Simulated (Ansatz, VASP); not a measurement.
## Two plane-wave programs on KI

```
K I
1.0
     0.00000    4.06880    2.64472
     4.06880    0.00000    2.64472
     4.06880    4.06880    0.00000
K I
1 1
Direct
  0.00000 0.00000 0.00000
  0.50000 0.50000 0.50000
```

Alike in both runs: task single point; functional PBE; k mesh 6 × 6 × 6; occupations gaussian, width 0.05 eV; no spin polarisation.

```csv
,VASP,Ansatz
version,VASP 6.6.1,Ansatz 0.2.0
potentials or method,"VASP PAW PBE potentials, release 64 (K_sv, I), cutoff 520 eV","scalar-relativistic, plane waves, PAW"
valence electrons in the cell,16,26
```

VASP gave:

| Property | Result |
| --- | --- |
| gap on the k mesh at the Fermi level (eV) | 2.45 |
| least direct gap on the mesh (eV) | 2.45 |
| pressure (GPa) | 12.0 |
| traceless stress, the component that is largest in VASP (GPa) | 25.65 |

Q: What did Ansatz give for the same quantities?

A: gap on the k mesh at the Fermi level (eV): 2.46; least direct gap on the mesh (eV): 2.46; pressure (GPa): 11.9; traceless stress, the component that is largest in VASP (GPa): 25.40.

VASP's potentials hold 16 valence electrons a cell and Ansatz's 26, so a difference there can come from the potentials and not from the codes.

Spin-orbit coupling is off throughout.
